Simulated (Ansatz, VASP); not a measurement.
# Two plane-wave programs on Ir

Contents of INCAR:

```
SYSTEM = Ir
  ALGO = Normal
  EDIFF = 1E-6
  ENCUT = 520
  GGA = PE
  ISIF = 2
  ISMEAR = 0
  LASPH = .True.
  LCHARG = .False.
  LREAL = .False.
  LWAVE = .False.
  NBANDS = 10
  NELM = 60
  PREC = Accurate
  SIGMA = 0.05
```

KPOINTS

```
k-points
0
Gamma
  18 18 18
  0 0 0
```

File POSCAR:

```
Ir
1.0
    0.0000000000      1.9353690409      1.9353690409
    1.9353690409      0.0000000000      1.9353690409
    1.9353690409      1.9353690409      0.0000000000
Ir
1
Direct
    0.0000000000      0.0000000000      0.0000000000
```

Input for Ansatz:

```yaml
crystal:
  lattice:
    - [0.0, 1.9353690409, 1.9353690409]
    - [1.9353690409, 0.0, 1.9353690409]
    - [1.9353690409, 1.9353690409, 0.0]
  atoms:
    - { symbol: Ir, position: [0.0, 0.0, 0.0] }
basis:
  ecutwfc: 420
  ecutrho_ratio: 4
kpoints:
  mp_grid: { grid: [18, 18, 18] }
  band_path:
    path:
      - [[0.0, 0.0, 0.0], [0.5, 0.0, 0.5], [0.625, 0.25, 0.625]]
      - [[0.375, 0.375, 0.75], [0.0, 0.0, 0.0], [0.5, 0.5, 0.5], [0.5, 0.25, 0.75], [0.5, 0.0, 0.5]]
    npoints: 14
hamiltonian:
  xc: pbe
scf:
  occupations: { method: gaussian, width: 0.05 }
output:
  forces: true
  stress: true
  eigenvalues: true
  populations: true
  dos: { projected: true, de: 0.02, nscf_kmesh: { grid: [27, 27, 27] } }
  bader: true
```

Alike in both runs: task single point; functional PBE; k mesh 18 × 18 × 18; occupations gaussian, width 0.05 eV; no spin polarisation.

|  | VASP | Ansatz |
| --- | --- | --- |
| version | VASP 6.6.1 | Ansatz 0.2.0 |
| potentials or method | VASP PAW PBE potentials, release 64 (Ir), cutoff 520 eV | scalar-relativistic, plane waves, PAW |
| valence electrons in the cell | 9 | 17 |

|  | VASP | Ansatz | Ansatz less VASP |
| --- | --- | --- | --- |
| pressure (GPa) | 0.4 | -0.1 | -0.50 |

VASP's potentials hold 9 valence electrons a cell and Ansatz's 17, so a difference there can come from the potentials and not from the codes.

Spin-orbit coupling is off throughout.
